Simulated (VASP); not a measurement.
# AlSi16 (a cell with a defect) in VASP: further runs, part 2 of 2

VASP 6.6.1.

## 3. Single point, r2SCAN, collinear spin, zero start

POSCAR reads:

```
AlSi16
1.0
    0.0000000000      5.4300000000      5.4300000000
    5.4300000000      0.0000000000      5.4300000000
    5.4300000000      5.4300000000      0.0000000000
Si Al
16 1
Direct
   -0.0126123389     -0.0118801105      0.0365863720
    0.1258748619      0.1268895948      0.1303210866
    0.0091704420      0.0116258748      0.5066601289
    0.1114255985      0.1104804788      0.6666996317
    0.0054971455      0.5006980663     -0.0063072744
    0.1257876611      0.6169510129      0.1307867403
    0.0102103131      0.4714436464      0.5068480663
    0.1392922652      0.6204661142      0.6201073665
    0.4996855433      0.0066196133     -0.0068463168
    0.6165245856      0.1269912523      0.1298439227
    0.4725808471      0.0111278085      0.5063580110
    0.6199406077      0.1396244015      0.6197350829
    0.4994252302      0.5008709024     -0.0066578269
    0.6344068140      0.6352974217      0.0951169429
    0.5108941989      0.5112717311      0.4663337937
    0.6195743094      0.6206754144      0.6198479742
    0.8506339779      0.8485752302      0.4505023020
```

INCAR.step1 reads:

```
SYSTEM = AlSi16
PREC = Accurate ; ENCUT = 520
ISMEAR = 0 ; SIGMA = 0.05
LREAL = Auto ; LASPH = .TRUE.
NELM = 150 ; ISPIN = 2
MAGMOM = 0 0 0 0 0 0 0 0 0 0 0 0 0 0 0 0 0 ; NBANDS = 52
GGA = PE ; ALGO = Normal
EDIFF = 1E-4 ; LWAVE = .TRUE.
LCHARG = .FALSE.
```

INCAR.step2 reads:

```
SYSTEM = AlSi16
PREC = Accurate ; ENCUT = 520
EDIFF = 1E-7 ; ISMEAR = 0
SIGMA = 0.05 ; LREAL = Auto
LASPH = .TRUE. ; NELM = 150
ALGO = Normal ; ISIF = 2
LWAVE = .FALSE. ; LCHARG = .FALSE.
ISPIN = 2 ; MAGMOM = 0 0 0 0 0 0 0 0 0 0 0 0 0 0 0 0 0
LORBIT = 11 ; METAGGA = R2SCAN
LMIXTAU = .TRUE. ; NBANDS = 52
ISTART = 1
```

KPOINTS reads:

```
regular mesh
0
G
  2 2 2
  0 0 0
```

Potentials or basis: VASP PAW PBE potentials, release 64 (Si, Al).

Launch:

```console
$ cat potpaw_PBE.64/Si/POTCAR potpaw_PBE.64/Al/POTCAR > POTCAR
$ cp INCAR.step1 INCAR
$ mpirun -np 1 vasp_std > vasp.out
$ cp INCAR.step2 INCAR
$ mpirun -np 1 vasp_std > vasp.out
```

OUTCAR:

```text
SYSTEM = AlSi16
   PREC = Accurate
   ENCUT = 520
   EDIFF = 1E-7
   ISMEAR = 0
   LREAL = Auto
   LASPH = .TRUE.
   NELM = 150
   ISIF = 2
   ISPIN = 2
   LORBIT = 11
   METAGGA = R2SCAN
   ISTART = 1

 ion  position               nearest neighbor table
   1  0.987  0.988  0.037-   4 2.32  10 2.33   2 2.33   6 2.34  17 2.60
   2  0.126  0.127  0.130-   1 2.33   5 2.35   9 2.35   3 2.36  17 3.02
   3  0.009  0.012  0.507-   4 2.28   2 2.36  17 2.41  12 2.44   8 2.46
   4  0.111  0.110  0.667-   7 2.28   3 2.28  11 2.28   1 2.32
   5  0.005  0.501  0.994-  14 2.33   8 2.34   6 2.34   2 2.35
   6  0.126  0.617  0.131-   1 2.34   5 2.34  13 2.34   7 2.36  17 3.01
   7  0.010  0.471  0.507-   4 2.28   6 2.36  17 2.41  16 2.45   8 2.46
   8  0.139  0.620  0.620-  15 2.34   5 2.34   3 2.46   7 2.46  17 2.53
   9  0.500  0.007  0.993-  14 2.33  12 2.34   2 2.35  10 2.35
  10  0.617  0.127  0.130-   1 2.33  13 2.35   9 2.35  11 2.36  17 3.03
  11  0.473  0.011  0.506-   4 2.28  10 2.36  17 2.42  12 2.44  16 2.45
  12  0.620  0.140  0.620-  15 2.34   9 2.34  11 2.44   3 2.44  17 2.54
  13  0.499  0.501  0.993-  14 2.33  16 2.34   6 2.34  10 2.35
  14  0.634  0.635  0.095-  15 2.33   5 2.33  13 2.33   9 2.33
  15  0.511  0.511  0.466-  14 2.33  16 2.34   8 2.34  12 2.34
  16  0.620  0.621  0.620-  15 2.34  13 2.34  11 2.45   7 2.45  17 2.53
  17  0.851  0.849  0.451-   7 2.41   3 2.41  11 2.42   8 2.53  16 2.53  12 2.54   1 2.60   6 3.01
                             2 3.02  10 3.03

  LATTYP: Found a face centered cubic cell.
[... 1009 lines left out ...]
     5.430000000  0.000000000  5.430000000     0.092081031 -0.092081031  0.092081031
     5.430000000  5.430000000  0.000000000     0.092081031  0.092081031 -0.092081031

 POSITION                                       TOTAL-FORCE (eV/Angst)
 -----------------------------------------------------------------------------------
      5.56415      5.56018     10.72701        -0.016087     -0.007668      0.009823
      1.39665      1.39114      1.37251         0.009541      0.012120     -0.021374
      2.81429      2.80096      0.11292         0.010753      0.046994     -0.024856
      4.22009      4.22522      1.20495        -0.003342     -0.001805      0.000715
      8.11454      5.42560      2.74864         0.037032      0.002292     -0.044215
      4.06022      1.39320      4.03307         0.023605      0.006521     -0.007148
[... 9 lines left out ...]
      6.73604      6.73006      6.73456         0.056732      0.065181      0.051943
      7.05399      7.06517      9.22671        -0.435382     -0.471852      0.457811
 -----------------------------------------------------------------------------------
    total drift:                               -0.002442     -0.007014      0.007265

  FREE ENERGIE OF THE ION-ELECTRON SYSTEM (eV)
  ---------------------------------------------------
  free  energy   TOTEN  =      -142.7984189360 eV

  energy  without entropy=     -142.7906795417  energy(sigma->0) =     -142.79454924

 total charge

# of ion       s       p       d       tot
------------------------------------------
    1        0.738   0.983   0.000   1.720
    2        0.740   0.959   0.000   1.699
    3        0.757   0.953   0.000   1.709
    4        0.760   0.992   0.000   1.752
    5        0.740   0.975   0.000   1.715
    6        0.740   0.960   0.000   1.699
[... 9 lines left out ...]
   16        0.743   0.945   0.000   1.688
   17        0.499   0.373   0.000   0.872
--------------------------------------------------
tot         12.413  15.797   0.000  28.210

 magnetization (x)

# of ion       s       p       d       tot
------------------------------------------
    1        0.000  -0.000   0.000  -0.000
    2       -0.000   0.000   0.000   0.000
    3       -0.000  -0.000   0.000  -0.000
    4       -0.000   0.000   0.000   0.000
    5       -0.000  -0.000   0.000  -0.000
    6       -0.000  -0.000   0.000  -0.000
[... 9 lines left out ...]
   16       -0.000  -0.000   0.000  -0.000
   17        0.000   0.000   0.000   0.000
--------------------------------------------------
tot         -0.000  -0.000   0.000  -0.000
```

Wall time 18 min (1 thread of Intel Xeon Platinum 8488C (Sapphire Rapids), shared host); peak memory 0.83 GiB.

What came out:

| Item | Value |
| --- | --- |
| Free energy | -142.7984 eV |
| Pressure | 3.9 GPa |
| Largest force | 0.789 eV/Å |
| Net moment | 0.00 μB per cell |
| Valence electrons inside the program's atomic spheres | Si 1.72, 1.70, 1.71, 1.75, 1.69; Al 0.87 |

Forces on the atoms (eV/Å):
```
Si  -0.016 -0.008  0.010
Si   0.010  0.012 -0.021
Si   0.011  0.047 -0.025
Si  -0.003 -0.002  0.001
Si   0.037  0.002 -0.044
Si   0.024  0.007 -0.007
Si   0.043  0.037 -0.024
Si   0.057 -0.056 -0.064
Si   0.004  0.044 -0.041
Si   0.012  0.020 -0.016
Si   0.015  0.021 -0.038
Si  -0.037  0.059 -0.057
Si   0.038  0.047 -0.004
Si   0.106  0.097 -0.098
Si   0.080  0.081 -0.080
Si   0.057  0.065  0.052
Al  -0.435 -0.472  0.458
```

Levels at points of the mesh, in eV from the Fermi level:
Spin up:
| k point | band 29 | band 30 | band 31 | band 32 | band 33 | band 34 | band 35 | band 36 | band 37 | band 38 |
| --- | --- | --- | --- | --- | --- | --- | --- | --- | --- | --- |
| (0.00, 0.00, 0.00) | -1.97 | -1.76 | -1.01 | -1.01 | -1.01 | -0.56 | -0.24 | -0.23 | -0.01 | 0.01 |
| (0.50, 0.00, 0.00) | -1.92 | -1.85 | -1.77 | -1.73 | -0.60 | 0.21 | 0.28 | 0.69 | 0.77 | 0.84 |
| (0.00, 0.50, 0.00) | -1.91 | -1.86 | -1.77 | -1.73 | -0.61 | 0.21 | 0.29 | 0.70 | 0.76 | 0.84 |
| (0.00, 0.00, 0.50) | -1.86 | -1.85 | -1.71 | -1.71 | -0.66 | 0.14 | 0.30 | 0.32 | 1.02 | 1.03 |
| (0.50, 0.50, 0.50) | -1.92 | -1.86 | -1.77 | -1.73 | -0.61 | 0.21 | 0.28 | 0.69 | 0.77 | 0.84 |
| (0.50, 0.50, 0.00) | -2.52 | -2.42 | -2.36 | -2.22 | -0.31 | 0.08 | 0.97 | 1.35 | 1.49 | 1.51 |
| (0.00, 0.50, 0.50) | -2.52 | -2.42 | -2.36 | -2.21 | -0.31 | 0.08 | 0.97 | 1.35 | 1.49 | 1.51 |
| (0.50, 0.00, 0.50) | -2.52 | -2.42 | -2.36 | -2.22 | -0.31 | 0.08 | 0.97 | 1.35 | 1.49 | 1.51 |
Spin down:
| k point | band 31 | band 32 | band 33 | band 34 | band 35 | band 36 |
| --- | --- | --- | --- | --- | --- | --- |
| (0.00, 0.00, 0.00) | -1.01 | -1.01 | -1.01 | -0.56 | -0.24 | -0.23 |
| (0.50, 0.00, 0.00) | -1.77 | -1.73 | -0.60 | 0.21 | 0.28 | 0.69 |
| (0.00, 0.50, 0.00) | -1.77 | -1.73 | -0.61 | 0.21 | 0.29 | 0.70 |
| (0.00, 0.00, 0.50) | -1.71 | -1.71 | -0.66 | 0.14 | 0.30 | 0.32 |
| (0.50, 0.50, 0.50) | -1.77 | -1.73 | -0.61 | 0.21 | 0.28 | 0.69 |
| (0.50, 0.50, 0.00) | -2.36 | -2.22 | -0.31 | 0.08 | 0.97 | 1.35 |
| (0.00, 0.50, 0.50) | -2.36 | -2.21 | -0.31 | 0.08 | 0.97 | 1.35 |
| (0.50, 0.00, 0.50) | -2.36 | -2.22 | -0.31 | 0.08 | 0.97 | 1.35 |

Caveat: the k points lie up to 0.50 Å⁻¹ apart; the PAW data sets were made with another functional, which shifts forces and pressure a little.
